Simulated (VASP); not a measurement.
# Hg (R-3m) in VASP: notebook, part 2 of 2

VASP 6.6.1. Earlier steps stand in the parts before.

## 4. Electric field gradients, PBE (shortest bond scaled by 0.7)

INCAR reads:

```
ALGO = Normal
EDIFF = 1E-8
ENCUT = 520
GGA = PE
ISIF = 2
ISMEAR = -1
LASPH = T
LCHARG = F
LEFG = T
LREAL = F
LWAVE = F
NBANDS = 19
NELM = 80
PREC = Accurate
SIGMA = 0.05
```

KPOINTS reads:

```
k-points
0
Gamma
  8 8 8
```

POSCAR reads:

```
Hg
1.0
    0.0000000000      3.3303445432      3.3303445432
    3.3303445432      0.0000000000      3.3303445432
    3.3303445432      3.3303445432      0.0000000000
Hg
2
Direct
   -0.2375000000     -0.0875000000     -0.0875000000
    0.2375000000      0.0875000000      0.0875000000
```

Potentials or basis: VASP PAW PBE potentials, release 64 (Hg).

Run with:

```sh
> cat potpaw_PBE.64/Hg/POTCAR > POTCAR
> mpirun -np 1 vasp_std > vasp.out
```

OUTCAR:

```text
EDIFF = 1E-8
   ENCUT = 520
   GGA = PE
   ISIF = 2
   ISMEAR = -1
   LASPH = T
   LREAL = F
   NELM = 80
   PREC = Accurate

 ion  position               nearest neighbor table
   1  0.763  0.913  0.913-   2 2.02   2 3.28   2 3.28   2 3.28
   2  0.237  0.087  0.087-   1 2.02   1 3.28   1 3.28   1 3.28

  LATTYP: Found a face centered cubic cell.
 ALAT       =     6.6606890864

  Lattice vectors:

 A1 = (   0.0000000000,   3.3303445432,   3.3303445432)
 A2 = (   3.3303445432,   0.0000000000,   3.3303445432)
 A3 = (   3.3303445432,   3.3303445432,   0.0000000000)

Analysis of symmetry for initial positions (statically):
=====================================================================
 Subroutine PRICEL returns:
 Original cell was already a primitive cell.

 Routine SETGRP: Setting up the symmetry group for a
 face centered cubic supercell.

 Subroutine GETGRP returns: Found 12 space group operations
 (whereof  4 operations were pure point group operations)
 out of a pool of 48 trial point group operations.

The static configuration has the point symmetry C_2h.
 The point group associated with its full space group is D_3d.

Analysis of symmetry for dynamics (positions and initial velocities):
=====================================================================
 Subroutine PRICEL returns:
 Original cell was already a primitive cell.

 Routine SETGRP: Setting up the symmetry group for a
 face centered cubic supercell.

 Subroutine GETGRP returns: Found 12 space group operations
 (whereof  4 operations were pure point group operations)
 out of a pool of 48 trial point group operations.
[... 157 lines left out ...]
  band No.  band energies     occupation
      1     -10.6469      2.00000
      2      -9.1003      2.00000
      3      -9.1003      2.00000
      4      -7.1574      2.00000
      5      -7.1574      2.00000
      6      -6.6158      2.00000
[... 505 lines left out ...]
      6      -6.3244      2.00000
[... 11 lines left out ...]
     18       9.0009      0.00000
     19      10.0011      0.00000

 [... further k-points ...]

------------------------ aborting loop because EDIFF is reached ----------------------------------------

  FORCE on cell =-STRESS in cart. coord.  units (eV):
  Direction    XX          YY          ZZ          XY          YZ          ZX
  --------------------------------------------------------------------------------------
  -------------------------------------------------------------------------------------
  Total       15.5423922     15.5423922     15.5423922    -16.7765390     16.7765390    -16.7765390
  in kB      337.0784228    337.0784228    337.0784228   -363.8442033    363.8442033   -363.8442033
  external PRESSURE =     337.0784228 kB  Pullay stress =       0.0000000 kB

 VOLUME and BASIS-vectors are now :
 -----------------------------------------------------------------------------
  energy-cutoff  :      520.00
  volume of cell :       73.88
      direct lattice vectors                 reciprocal lattice vectors
     0.000000000  3.330344543  3.330344543    -0.150134616  0.150134616  0.150134616
     3.330344543  0.000000000  3.330344543     0.150134616 -0.150134616  0.150134616
     3.330344543  3.330344543  0.000000000     0.150134616  0.150134616 -0.150134616

 POSITION                                       TOTAL-FORCE (eV/Angst)
 -----------------------------------------------------------------------------------
      6.07788      5.57833      5.57833       -14.277419     14.277419     14.277419
      0.58281      1.08236      1.08236        14.277419    -14.277419    -14.277419
 -----------------------------------------------------------------------------------
    total drift:                               -0.000000     -0.000000     -0.000000

  FREE ENERGIE OF THE ION-ELECTRON SYSTEM (eV)
  ---------------------------------------------------
  free  energy   TOTEN  =         5.3662577614 eV

  energy  without entropy=        5.3767031287  energy(sigma->0) =        5.37148045

 Electric field gradients (V/A^2)
---------------------------------------------------------------------
 ion       V_xx      V_yy      V_zz      V_xy      V_xz      V_yz
---------------------------------------------------------------------
   1      -0.000     0.000     0.000   358.014   358.014  -358.013
   2      -0.000     0.000     0.000   358.014   358.014  -358.013
---------------------------------------------------------------------

 Electric field gradients after diagonalization (V/A^2)
 (convention: |V_zz| > |V_xx| > |V_yy|)
----------------------------------------------------------------------
 ion       V_xx      V_yy      V_zz     asymmetry (V_yy - V_xx)/ V_zz
----------------------------------------------------------------------
   1     358.014   358.013  -716.027       0.000
   2     358.014   358.013  -716.027       0.000
----------------------------------------------------------------------

           NMR quadrupolar parameters

 Cq : quadrupolar parameter    Cq=e*Q*V_zz/h
 eta: asymmetry parameters     (V_yy - V_xx)/ V_zz
 Q  : nuclear electric quadrupole moment in mb (millibarn)
----------------------------------------------------------------------
 ion       Cq(MHz)       eta       Q (mb)
----------------------------------------------------------------------
   1      -1.731       0.000       1.000
   2      -1.731       0.000       1.000
----------------------------------------------------------------------
```

OSZICAR:

```text
N       E                     dE             d eps       ncg     rms          rms(c)
DAV:   1     0.175223228141E+03    0.17522E+03   -0.11719E+04  2470   0.114E+03
DAV:   2     0.986077264200E+01   -0.16536E+03   -0.15923E+03  2592   0.297E+02
DAV:   3     0.524935326737E+01   -0.46114E+01   -0.45983E+01  2869   0.539E+01
DAV:   4     0.523750081835E+01   -0.11852E-01   -0.11849E-01  2647   0.286E+00
DAV:   5     0.523745942383E+01   -0.41395E-04   -0.41394E-04  2733   0.152E-01    0.224E+01
DAV:   6     0.533598328221E+01    0.98524E-01   -0.13666E-01  2680   0.307E+00    0.144E+01
DAV:   7     0.536518325067E+01    0.29200E-01   -0.78812E-02  2635   0.183E+00    0.493E-01
DAV:   8     0.536662127781E+01    0.14380E-02   -0.11693E-02  2610   0.106E+00    0.199E-01
DAV:   9     0.536636130023E+01   -0.25998E-03   -0.24835E-04  2667   0.113E-01    0.668E-02
DAV:  10     0.536627771762E+01   -0.83583E-04   -0.55230E-05  2650   0.462E-02    0.286E-02
DAV:  11     0.536625864511E+01   -0.19073E-04   -0.21185E-05  2644   0.285E-02    0.838E-03
DAV:  12     0.536625793703E+01   -0.70808E-06   -0.17774E-06  2706   0.777E-03    0.416E-03
DAV:  13     0.536625779345E+01   -0.14358E-06   -0.11182E-07  2694   0.245E-03    0.673E-04
DAV:  14     0.536625775192E+01   -0.41532E-07   -0.30943E-08  2479   0.907E-04    0.401E-04
DAV:  15     0.536625776143E+01    0.95106E-08   -0.10843E-09  1667   0.284E-04
   1 F= 0.53662578E+01 E0= 0.53714804E+01  d E =-.104454E-01
```

stdout:

```text
POSCAR found type information on POSCAR Hg
 POSCAR found :  1 types and       2 ions
 scaLAPACK will be used
 LDA part: xc-table for (Slater+PW92), standard interpolation
 POSCAR, INCAR and KPOINTS ok, starting setup
 FFT: planning ... GRIDC
 FFT: planning ... GRID_SOFT
 FFT: planning ... GRID
 WAVECAR not read
 entering main loop
ion   1

ion   2
```

Run time: 56 s. Hardware: 1 thread of Intel Xeon Platinum 8488C (Sapphire Rapids), shared host; peak memory 0.24 GiB.

Results:

* Free energy: 5.3663 eV
* Pressure: 33.7 GPa
* Largest force: 24.729 eV/Å
* Band gap on the k mesh: zero (bands 12 and 13 overlap by 3.39 eV)
* Largest electric field gradient by atom: Hg -716.0 V/Å²

Forces on the atoms (eV/Å):
```
Hg  -14.277  14.277  14.277
Hg   14.277 -14.277 -14.277
```

Electric field gradients, principal values (V/Å²):
```tsv
atom	least	middle	greatest (by size)
1 Hg	358.013	358.014	-716.027
2 Hg	358.013	358.014	-716.027
```

Caveat: the cell differs from its parent crystal (shortest bond scaled by 0.7); the cell stands under pressure; without QUAD_EFG the Cq values of the log hold for a quadrupole moment of 1 mb, not for the nuclei; spin-orbit coupling is left out, which moves the levels of the heavy elements; forces of over 1 eV/Å act on the atoms, so gaps and moduli don't describe the material at rest.

## 5. Electric field gradients, PBE

INCAR reads:

```
SYSTEM = Hg
PREC = Accurate
ENCUT = 520
EDIFF = 1E-8
ISMEAR = -1
SIGMA = 0.05
LREAL = .False.
LASPH = .True.
NELM = 80
ALGO = Normal
ISIF = 2
LWAVE = .False.
LCHARG = .False.
GGA = PE
LEFG = .True.
NBANDS = 19
```

KPOINTS reads:

```
regular mesh
0
Gamma
  8 8 8
  0 0 0
```

POSCAR is that of step 4.

Potentials or basis: VASP PAW PBE potentials, release 64 (Hg).

Run with:

```sh
> cat potpaw_PBE.64/Hg/POTCAR > POTCAR
> mpirun -np 1 vasp_std > vasp.out
```

OUTCAR:

```text
SYSTEM = Hg
   PREC = Accurate
   ENCUT = 520
   EDIFF = 1E-8
   ISMEAR = -1
   LREAL = .False.
   LASPH = .True.
   NELM = 80
   ISIF = 2
   GGA = PE

 ion  position               nearest neighbor table
   1  0.763  0.913  0.913-   2 2.02   2 3.28   2 3.28   2 3.28
   2  0.237  0.087  0.087-   1 2.02   1 3.28   1 3.28   1 3.28

  LATTYP: Found a face centered cubic cell.
 ALAT       =     6.6606890864

  Lattice vectors:

 A1 = (   0.0000000000,   3.3303445432,   3.3303445432)
 A2 = (   3.3303445432,   0.0000000000,   3.3303445432)
[... 741 lines left out ...]
  ---------------------------------------------------
  free  energy   TOTEN  =         5.3662577614 eV

  energy  without entropy=        5.3767031287  energy(sigma->0) =        5.37148045

 Electric field gradients (V/A^2)
---------------------------------------------------------------------
 ion       V_xx      V_yy      V_zz      V_xy      V_xz      V_yz
---------------------------------------------------------------------
   1      -0.000     0.000     0.000   358.014   358.014  -358.013
   2      -0.000     0.000     0.000   358.014   358.014  -358.013
---------------------------------------------------------------------

 Electric field gradients after diagonalization (V/A^2)
 (convention: |V_zz| > |V_xx| > |V_yy|)
----------------------------------------------------------------------
 ion       V_xx      V_yy      V_zz     asymmetry (V_yy - V_xx)/ V_zz
----------------------------------------------------------------------
   1     358.014   358.013  -716.027       0.000
   2     358.014   358.013  -716.027       0.000
----------------------------------------------------------------------

           NMR quadrupolar parameters

 Cq : quadrupolar parameter    Cq=e*Q*V_zz/h
 eta: asymmetry parameters     (V_yy - V_xx)/ V_zz
 Q  : nuclear electric quadrupole moment in mb (millibarn)
----------------------------------------------------------------------
 ion       Cq(MHz)       eta       Q (mb)
----------------------------------------------------------------------
   1      -1.731       0.000       1.000
   2      -1.731       0.000       1.000
----------------------------------------------------------------------
```

OSZICAR:

```text
N       E                     dE             d eps       ncg     rms          rms(c)
DAV:   1     0.175223228141E+03    0.17522E+03   -0.11719E+04  2470   0.114E+03
DAV:   2     0.986077264200E+01   -0.16536E+03   -0.15923E+03  2592   0.297E+02
DAV:   3     0.524935326737E+01   -0.46114E+01   -0.45983E+01  2869   0.539E+01
DAV:   4     0.523750081835E+01   -0.11852E-01   -0.11849E-01  2647   0.286E+00
DAV:   5     0.523745942383E+01   -0.41395E-04   -0.41394E-04  2733   0.152E-01    0.224E+01
DAV:   6     0.533598328221E+01    0.98524E-01   -0.13666E-01  2680   0.307E+00    0.144E+01
DAV:   7     0.536518325067E+01    0.29200E-01   -0.78812E-02  2635   0.183E+00    0.493E-01
DAV:   8     0.536662127781E+01    0.14380E-02   -0.11693E-02  2610   0.106E+00    0.199E-01
DAV:   9     0.536636130023E+01   -0.25998E-03   -0.24835E-04  2667   0.113E-01    0.668E-02
DAV:  10     0.536627771762E+01   -0.83583E-04   -0.55230E-05  2650   0.462E-02    0.286E-02
DAV:  11     0.536625864511E+01   -0.19073E-04   -0.21185E-05  2644   0.285E-02    0.838E-03
DAV:  12     0.536625793703E+01   -0.70808E-06   -0.17774E-06  2706   0.777E-03    0.416E-03
DAV:  13     0.536625779345E+01   -0.14358E-06   -0.11182E-07  2694   0.245E-03    0.673E-04
DAV:  14     0.536625775192E+01   -0.41532E-07   -0.30943E-08  2479   0.907E-04    0.401E-04
DAV:  15     0.536625776143E+01    0.95106E-08   -0.10843E-09  1667   0.284E-04
   1 F= 0.53662578E+01 E0= 0.53714804E+01  d E =-.104454E-01
```

stdout:

```text
POSCAR found type information on POSCAR Hg
 POSCAR found :  1 types and       2 ions
 scaLAPACK will be used
 LDA part: xc-table for (Slater+PW92), standard interpolation
 POSCAR, INCAR and KPOINTS ok, starting setup
 FFT: planning ... GRIDC
 FFT: planning ... GRID_SOFT
 FFT: planning ... GRID
 WAVECAR not read
 entering main loop
ion   1

ion   2
```

Run time: 2.1 min. Hardware: 1 thread of Intel Xeon 8259CL, shared host; peak memory 0.24 GiB.

What came out:

```
Free energy                             : 5.3663 eV
Pressure                                : 33.7 GPa
Largest force                           : 24.729 eV/Å
Band gap on the k mesh                  : zero (bands 12 and 13 overlap by 3.39 eV)
Largest electric field gradient by atom : Hg -716.0 V/Å²
```

Forces on the atoms (eV/Å):
```
Hg  -14.277  14.277  14.277
Hg   14.277 -14.277 -14.277
```

Electric field gradients, principal values (V/Å²):
| atom | least | middle | greatest (by size) |
| --- | --- | --- | --- |
| 1 Hg | 358.013 | 358.014 | -716.027 |
| 2 Hg | 358.013 | 358.014 | -716.027 |

Caveat: the cell stands under pressure; without QUAD_EFG the Cq values of the log hold for a quadrupole moment of 1 mb, not for the nuclei; spin-orbit coupling is left out, which moves the levels of the heavy elements; forces of over 1 eV/Å act on the atoms, so gaps and moduli don't describe the material at rest.
